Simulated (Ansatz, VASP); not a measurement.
**One calculation of CuO, two programs**

INCAR

```
SYSTEM = CuO
PREC = Accurate ; ENCUT = 520
EDIFF = 1E-7 ; ISMEAR = -1
SIGMA = 0.05 ; LREAL = .False.
LASPH = .True. ; NELM = 150
ALGO = Normal ; ISIF = 2
LWAVE = .False. ; LCHARG = .True.
LMAXMIX = 4 ; LDAU = .True.
LDAUTYPE = 2 ; LDAUL = 2 -1
LDAUU = 5.3 0 ; LDAUJ = 0 0
LDAUPRINT = 1 ; GGA = CA
LELF = .True. ; LVHAR = .True.
NBANDS = 44
```

Contents of KPOINTS:

```
Automatic mesh
0
Gamma
  9 5 5
  0 0 0
```

The input POSCAR:

```
CuO
1.0
    2.3418500000     -1.7113000000      0.0000000000
   -1.4918200000     -1.7113000000     -5.0578700000
    2.3418500000      5.1339000000      0.0000000000
Cu O
4 4
Direct
    0.3213271600      0.9565765600      0.2905417800
    0.6786728400      0.0434234400      0.7094582200
    0.3225567000      0.5218645100      0.6836463300
    0.6774433000      0.4781354900      0.3163536700
    0.4176716400      0.7073204800      0.0098998500
    0.4139283600      0.7926795200      0.6585001500
    0.2249395900      0.3481680500      0.0734239800
    0.9434604100      0.1518319500      0.2581760200
```

Contents of input.yaml:

```yaml
crystal:
  lattice:
    - [2.34185, -1.7113, 0.0]
    - [-1.49182, -1.7113, -5.05787]
    - [2.34185, 5.1339, 0.0]
  atoms:
    - { symbol: Cu, position: [0.32132716, 0.95657656, 0.29054178] }
    - { symbol: Cu, position: [0.67867284, 0.04342344, 0.70945822] }
    - { symbol: Cu, position: [0.3225567, 0.52186451, 0.68364633] }
    - { symbol: Cu, position: [0.6774433, 0.47813549, 0.31635367] }
    - { symbol: O, position: [0.41767164, 0.70732048, 0.00989985] }
    - { symbol: O, position: [0.41392836, 0.79267952, 0.65850015] }
    - { symbol: O, position: [0.22493959, 0.34816805, 0.07342398] }
    - { symbol: O, position: [0.94346041, 0.15183195, 0.25817602] }
hamiltonian:
  xc: lda
  pseudopotentials: { kind: paw }
  hubbard: { sites: [{ species: Cu, l: d, u_eff: 5.3 }] }
kpoints:
  mp_grid: { grid: [9, 5, 5] }
  band_path:
    path:
      - [[0.5, 0.0, 0.0], [0.0, 0.0, 0.0], [0.0, -0.5, 0.0]]
      - [[0.5, -0.5, 0.0], [0.0, 0.0, 0.0], [0.0, 0.5, -0.5]]
      - [[0.5, 0.5, -0.5], [0.0, 0.0, 0.0], [0.0, 0.0, -0.5]]
      - [[0.5, 0.0, -0.5], [0.0, 0.0, 0.0]]
    npoints: 10
scf:
  occupations: { method: fermi_dirac, width: 0.05 }
  n_extra_bands: 20
output:
  forces: true
  stress: true
  eigenvalues: true
  fatbands: true
  write_density: true
  write_potential: true
  elf: true
  volumetric_format: npy
```

Alike in both runs: functional LDA; k mesh 9 × 5 × 5; occupations fermi-dirac, width 0.05 eV; no spin polarisation; Hubbard terms Cu d U = 5.3 eV.

|  | VASP | Ansatz |
| --- | --- | --- |
| version | VASP 6.6.1 | Ansatz 0.2.0 |
| potentials or method | VASP PAW LDA potentials, release 64 (Cu, O) | Ansatz PAW |
| plane-wave cutoff (eV) | 520 | 420 |
| valence electrons in the cell | 68 | 100 |
| task | single point | band structure |

```tsv
	VASP	Ansatz	Ansatz less VASP
gap on the k mesh at the Fermi level (eV)	none	none	-
rms of the force components (eV/Å)	3.983	4.776	+0.7935
```

LDA's correlation is that of Perdew and Zunger in VASP and of Perdew and Wang (1992) in Ansatz. The programs project onto different local orbitals, so the same U acts differently, and such runs can settle in different states. Atom by atom the forces differ by 0.833 eV/Å (rms over components). A gap of «none» marks a metal or a gap that the smearing closes. VASP's potentials hold 68 valence electrons a cell and Ansatz's 100, so a difference there can come from the potentials and not from the codes.
